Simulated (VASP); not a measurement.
# Al2Cu (P4/mmm) in VASP: further runs

Al2Cu is run at these levels: PBE; tasks: single point.

All numbers are computed with VASP 6.6.1; they aren't measurements. Logs are shortened: lines on timing, memory, paths and dates and some standing lists are left out, and cuts for length are marked.

## 1. The cell of the first run

It takes space group P4/mmm (No. 123, tetragonal). Conventional cell: a = 4.105 Å, b = 4.105 Å, c = 2.891 Å, α = 90.00°, β = 90.00°, γ = 90.00°. Al (site symmetry mmm) has 4 Cu at 2.51 Å and 6 Al at 2.89 to 2.90 Å within 3.3 Å. Within 3.3 Å of Cu (site symmetry 4/mmm) lie 8 Al at 2.51 Å and 2 Cu at 2.89 Å.

## 2. Single point, PBE

Contents of INCAR:

```
  ALGO = Normal
  EDIFF = 1E-6
  ENCUT = 600
  GGA = PE
  GGA_COMPAT = F
  ISIF = 2
  ISMEAR = 0
  LASPH = T
  LCHARG = F
  LREAL = F
  LWAVE = F
  NBANDS = 16
  NELM = 120
  PREC = Accurate
  SIGMA = 0.1
```

Contents of KPOINTS:

```
k-points
0
Gamma
  3 3 3
```

Contents of POSCAR:

```
Al2Cu
1.0
    4.1051820000      0.0000000000      0.0000000000
    0.0000000000      4.1051820000      0.0000000000
    0.0000000000      0.0000000000      2.8913130000
Al Cu
2 1
Direct
    0.5000000000      0.0000000000      0.5000000000
    0.0000000000      0.5000000000      0.5000000000
    0.0000000000      0.0000000000      0.0000000000
```

Potentials or basis: VASP PAW PBE potentials, release 64 (Al, Cu).

Command:

```sh
$ cat potpaw_PBE.64/Al/POTCAR potpaw_PBE.64/Cu/POTCAR > POTCAR
$ mpirun -np 1 vasp_std > vasp.out
```

OUTCAR:

```text
EDIFF = 1E-6
   ENCUT = 600
   GGA = PE
   ISIF = 2
   ISMEAR = 0
   LASPH = T
   LREAL = F
   NELM = 120
   PREC = Accurate

 ion  position               nearest neighbor table
   1  0.500  0.000  0.500-   3 2.51   3 2.51   3 2.51   3 2.51   2 2.90   2 2.90   2 2.90   2 2.90

   2  0.000  0.500  0.500-   3 2.51   3 2.51   3 2.51   3 2.51   1 2.90   1 2.90   1 2.90   1 2.90

   3  0.000  0.000  0.000-   1 2.51   2 2.51   1 2.51   2 2.51   2 2.51   2 2.51   1 2.51   1 2.51

  LATTYP: Found a simple tetragonal cell.
 ALAT       =     4.1051820000
 C/A-ratio  =     0.7043081159

  Lattice vectors:

 A1 = (   4.1051820000,   0.0000000000,   0.0000000000)
 A2 = (   0.0000000000,   4.1051820000,   0.0000000000)
 A3 = (   0.0000000000,   0.0000000000,   2.8913130000)

Analysis of symmetry for initial positions (statically):
=====================================================================
 Subroutine PRICEL returns:
 Original cell was already a primitive cell.

 Routine SETGRP: Setting up the symmetry group for a
 simple tetragonal supercell.

 Subroutine GETGRP returns: Found 16 space group operations
 (whereof 16 operations were pure point group operations)
 out of a pool of 16 trial point group operations.

The static configuration has the point symmetry D_4h.

Analysis of symmetry for dynamics (positions and initial velocities):
=====================================================================
 Subroutine PRICEL returns:
 Original cell was already a primitive cell.

 Routine SETGRP: Setting up the symmetry group for a
 simple tetragonal supercell.

 Subroutine GETGRP returns: Found 16 space group operations
 (whereof 16 operations were pure point group operations)
 out of a pool of 16 trial point group operations.

The dynamic configuration has the point symmetry D_4h.

 Subroutine INISYM returns: Found 16 space group operations
 (whereof 16 operations are pure point group operations),
 and found     1 'primitive' translations

----------------------------------------------------------------------------------------

                                     Primitive cell

  volume of cell :      48.7259

  direct lattice vectors                    reciprocal lattice vectors
     4.105182000  0.000000000  0.000000000     0.243594559  0.000000000  0.000000000
     0.000000000  4.105182000  0.000000000     0.000000000  0.243594559  0.000000000
     0.000000000  0.000000000  2.891313000     0.000000000  0.000000000  0.345863627

  length of vectors
     4.105182000  4.105182000  2.891313000     0.243594559  0.243594559  0.345863627

  position of ions in fractional coordinates (direct lattice)
     0.500000000  0.000000000  0.500000000
     0.000000000  0.500000000  0.500000000
     0.000000000  0.000000000  0.000000000

  ion indices of the primitive-cell ions
   primitive index   ion index
                 1           1
                 2           2
                 3           3

----------------------------------------------------------------------------------------

 KPOINTS: k-points

Automatic generation of k-mesh.
 Grid dimensions read from file:
 generate k-points for:    3    3    3

 Generating k-lattice:

  Cartesian coordinates                     Fractional coordinates (reciprocal lattice)
     0.081198186  0.000000000  0.000000000     0.333333333  0.000000000  0.000000000
     0.000000000  0.081198186  0.000000000     0.000000000  0.333333333  0.000000000
     0.000000000  0.000000000  0.115287876     0.000000000  0.000000000  0.333333333

  Length of vectors
     0.081198186  0.081198186  0.115287876

  Shift w.r.t. Gamma in fractional coordinates (k-lattice)
     0.000000000  0.000000000  0.000000000

 Subroutine IBZKPT returns following result:
 ===========================================

 Found      6 irreducible k-points:

 Following reciprocal coordinates:
            Coordinates               Weight
  0.000000  0.000000  0.000000      1.000000
  0.333333  0.000000  0.000000      4.000000
  0.333333  0.333333  0.000000      4.000000
  0.000000  0.000000  0.333333      2.000000
  0.333333  0.000000  0.333333      8.000000
  0.333333  0.333333  0.333333      8.000000
   k-points           NKPTS =      6   k-points in BZ     NKDIM =      6   number of bands    NBANDS=     16
   number of dos      NEDOS =    301   number of ions     NIONS =      3
   total plane-waves  NPLWV =  31104
   dimension x,y,z NGX =    36 NGY =   36 NGZ =   24
   dimension x,y,z NGXF=    72 NGYF=   72 NGZF=   48
   ions per type =               2   1
   NGX,Y,Z   is equivalent  to a cutoff of  14.58, 14.58, 13.80 a.u.
   NGXF,Y,Z  is equivalent  to a cutoff of  29.16, 29.16, 27.60 a.u.
 SYSTEM =  unknown system
   PREC   = accura    normal or accurate (medium, high low for compatibility)
   ISTART =      0    job   : 0-new  1-cont  2-samecut
   ICHARG =      2    charge: 1-file 2-atom 10-const
   ISPIN  =      1    spin polarized calculation?
   LNONCOLLINEAR =      F non collinear calculations
   LSORBIT =      F    spin-orbit coupling
   LASPH  =      T    aspherical Exc in radial PAW
   ENCUT  =  600.0 eV  44.10 Ry    6.64 a.u.   8.20  8.20  5.77*2*pi/ulx,y,z
   NELM   =    120;   NELMIN=  2; NELMDL= -5     # of ELM steps
   EDIFF  = 0.1E-05   stopping-criterion for ELM
   LREAL  =      F    real-space projection
   EDIFFG = 0.1E-04   stopping-criterion for IOM
   NSW    =      0    number of steps for IOM
   IBRION =     -1    ionic relax: 0-MD 1-quasi-New 2-CG
   NFREE  =      0    steps in history (QN), initial steepest desc. (CG)
   ISIF   =      2    stress and relaxation
   ISYM   =      2    0-nonsym 1-usesym 2-fastsym
   POTIM  = 0.5000    time-step for ionic-motion
   TEBEG  =    0.0;   TEEND  =   0.0 temperature during run
   PSTRESS=    0.0 pullay stress
   NELECT =      17.0000    total number of electrons
   NUPDOWN=      -1.0000    fix difference up-down
   EMIN   =  10.00;   EMAX   =-10.00  energy-range for DOS
   EFERMI =   0.00;   METHOD = LEGACY
   ISMEAR =     0;   SIGMA  =   0.10  broadening in eV -4-tet -1-fermi 0-gaus
   EFERMI_NEDOS =   21; number of points for ismear=-14 and -15
   IALGO  =     38    algorithm
   IMIX   =      4    mixing-type and parameters
     AMIX     =   0.40;   BMIX     =  1.00
     AMIX_MAG =   1.60;   BMIX_MAG =  1.00
  volume/ion in A,a.u.               =      16.24       109.61
  Fermi-wavevector in a.u.,A,eV,Ry     =   1.152492  2.177894 18.071765  1.328237
  Thomas-Fermi vector in A             =   2.289142
   LORBIT       =      0    0 simple, 1 ext, 2 COOP (PROOUT), +10 PAW based schemes
   GGA     = PE    functional components
   LHFCALC =     F    Hartree Fock is set to
   AEXX    =    0.0000 exact exchange contribution
   IVDW    =     0    specifies the selected vdW correction
   LEPSILON=     F    determine dielectric tensor
   LRPA    =     F    only Hartree local field effects (RPA)
 non-spin polarized calculation
 Gauss-broadening in eV      SIGMA  =   0.10
  energy-cutoff  :      600.00
  volume of cell :       48.73
 maximum number of plane-waves:      1634
 NGX is ok and might be reduce to    36
   NGX = 17   NGY = 17   NGZ = 11

 number of electron      16.9999992 magnetization

 Free energy of the ion-electron system (eV)
  ---------------------------------------------------
  ext. energy  EPLUGINS =         0.00000000
  ---------------------------------------------------
  free energy    TOTEN  =       -11.05808424 eV

  energy without entropy =      -11.05013920  energy(sigma->0) =      -11.05411172

 E-fermi :   7.3246     XC(G=0): -10.3867

 val. band max:        7.3020242505   @ k =   0.0000   0.0000   0.3333
 cond. band min:       7.7954784071   @ k =   0.3333   0.3333   0.3333
 fundamental gap:      0.4934541566
 Fermi energy:         7.3245563493

 k-point     1 :       0.0000    0.0000    0.0000
  band No.  band energies     occupation
      1      -3.3722      2.00000
      2       1.7276      2.00000
      3       2.2351      2.00000
      4       2.8742      2.00000
      5       3.0634      2.00000
      6       3.0634      2.00000
[... 8 lines left out ...]
     15      14.2609      0.00000
     16      19.5238      0.00000

 k-point     2 :       0.3333    0.0000    0.0000
  band No.  band energies     occupation
      1      -2.4786      2.00000
      2       0.4946      2.00000
      3       2.1556      2.00000
      4       2.7113      2.00000
      5       2.8971      2.00000
      6       3.0391      2.00000
[... 8 lines left out ...]
     15      17.2221      0.00000
     16      19.2601      0.00000

 k-point     3 :       0.3333    0.3333    0.0000
  band No.  band energies     occupation
      1      -1.5682      2.00000
      2       0.9724      2.00000
      3       1.4177      2.00000
      4       2.4033      2.00000
      5       2.9427      2.00000
      6       3.0435      2.00000
[... 8 lines left out ...]
     15      17.5852      0.00000
     16      18.5488      0.00000

 k-point     4 :       0.0000    0.0000    0.3333
  band No.  band energies     occupation
      1      -1.4058      2.00000
      2       2.2052      2.00000
      3       2.2647      2.00000
      4       2.2647      2.00000
      5       2.5120      2.00000
      6       3.0060      2.00000
[... 8 lines left out ...]
     15      15.1820      0.00000
     16      15.4578      0.00000

 k-point     5 :       0.3333    0.0000    0.3333
  band No.  band energies     occupation
      1      -0.5550      2.00000
      2       1.4750      2.00000
      3       2.3154      2.00000
      4       2.5068      2.00000
      5       2.7383      2.00000
      6       2.9225      2.00000
[... 8 lines left out ...]
     15      14.1250      0.00000
     16      15.5905      0.00000

 k-point     6 :       0.3333    0.3333    0.3333
  band No.  band energies     occupation
      1       0.2606      2.00000
      2       1.6033      2.00000
      3       2.1800      2.00000
      4       2.6509      2.00000
      5       2.7137      2.00000
      6       2.8811      2.00000
[... 8 lines left out ...]
     15      15.9983      0.00000
     16      17.0719      0.00000

------------------------ aborting loop because EDIFF is reached ----------------------------------------

  FORCE on cell =-STRESS in cart. coord.  units (eV):
  Direction    XX          YY          ZZ          XY          YZ          ZX
  --------------------------------------------------------------------------------------
  -------------------------------------------------------------------------------------
  Total       -0.7010446     -0.7010446      2.5729125      0.0000000      0.0000000     -0.0000000
  in kB      -23.0513461    -23.0513461     84.6010304      0.0000000      0.0000000     -0.0000000
  external PRESSURE =      12.8327794 kB  Pullay stress =       0.0000000 kB

 VOLUME and BASIS-vectors are now :
 -----------------------------------------------------------------------------
  energy-cutoff  :      600.00
  volume of cell :       48.73
      direct lattice vectors                 reciprocal lattice vectors
     4.105182000  0.000000000  0.000000000     0.243594559  0.000000000  0.000000000
     0.000000000  4.105182000  0.000000000     0.000000000  0.243594559  0.000000000
     0.000000000  0.000000000  2.891313000     0.000000000  0.000000000  0.345863627

 POSITION                                       TOTAL-FORCE (eV/Angst)
 -----------------------------------------------------------------------------------
      2.05259      0.00000      1.44566         0.000000      0.000000      0.000000
      0.00000      2.05259      1.44566         0.000000      0.000000      0.000000
      0.00000      0.00000      0.00000         0.000000      0.000000      0.000000
 -----------------------------------------------------------------------------------
    total drift:                                0.000000     -0.000000     -0.000000

  FREE ENERGIE OF THE ION-ELECTRON SYSTEM (eV)
  ---------------------------------------------------
  free  energy   TOTEN  =       -11.0580842389 eV

  energy  without entropy=      -11.0501391975  energy(sigma->0) =      -11.05411172
```

Run time: 7.5 s. Hardware: 1 thread of Intel Xeon Platinum 8488C (Sapphire Rapids), shared host; peak memory 0.16 GiB.

What came out:

```
Free energy : -11.0581 eV
Pressure    : 1.3 GPa
```

Levels at points of the mesh, in eV from the Fermi level:
| k point | band 6 | band 7 | band 8 | band 9 | band 10 | band 11 | band 12 | band 13 |
| --- | --- | --- | --- | --- | --- | --- | --- | --- |
| (0.00, 0.00, 0.00) | -4.26 | -2.54 | -2.54 | -0.29 | 0.73 | 5.78 | 6.00 | 6.00 |

Caveat: the k points lie up to 0.72 Å⁻¹ apart.

(Part 1 of 2 ends here.)
